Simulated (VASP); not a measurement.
SnTe5, 6 atoms in the cell. It takes space group P-62m (No. 189, hexagonal). Conventional cell: a = 6.130 Å, b = 6.130 Å, c = 6.094 Å, α = 90.00°, β = 90.00°, γ = 120.00°. Within 4.7 Å of Sn (site symmetry -62m) lie 12 Te at 3.54 to 3.66 Å. Te (site symmetry m2m) has 10 Te at 3.50 to 3.67 Å and 2 Sn at 3.66 Å within 4.6 Å. Te (site symmetry -6) has 9 Te at 3.54 to 3.67 Å and 3 Sn at 3.54 Å within 4.7 Å. The cell was built from a structure type or drawn by symmetry, and may not be a known phase.

```yaml
Program: VASP 6.6.1
Task: single point
Functional: PBE
Potentials_or_basis: VASP PAW PBE potentials, release 64 (Sn_d, Te)
Cutoff: 520 eV
k_mesh: 3 × 3 × 4
Occupations: gaussian, width 0.1 eV
Spin: no spin polarisation
Dipole_correction: no
Further_INCAR_settings: ALGO = Normal; EDIFF = 1e-06; NBANDS = 31
```

Potentials or basis: VASP PAW PBE potentials, release 64 (Sn_d, Te).

Command:

```bash
$ cat potpaw_PBE.64/Sn_d/POTCAR potpaw_PBE.64/Te/POTCAR > POTCAR
$ mpirun -np 1 vasp_std > vasp.out
```

Hardware: 1 thread of Intel(R) Xeon(R) Platinum 8488C (Sapphire Rapids), with other jobs on the host.

Estimate the wall time of this run.

Wall time 63 s on 1 thread of Intel(R) Xeon(R) Platinum 8488C (Sapphire Rapids) (shared host), peak memory 0.33 GiB. Counts: scf iterations 13, k points 9.
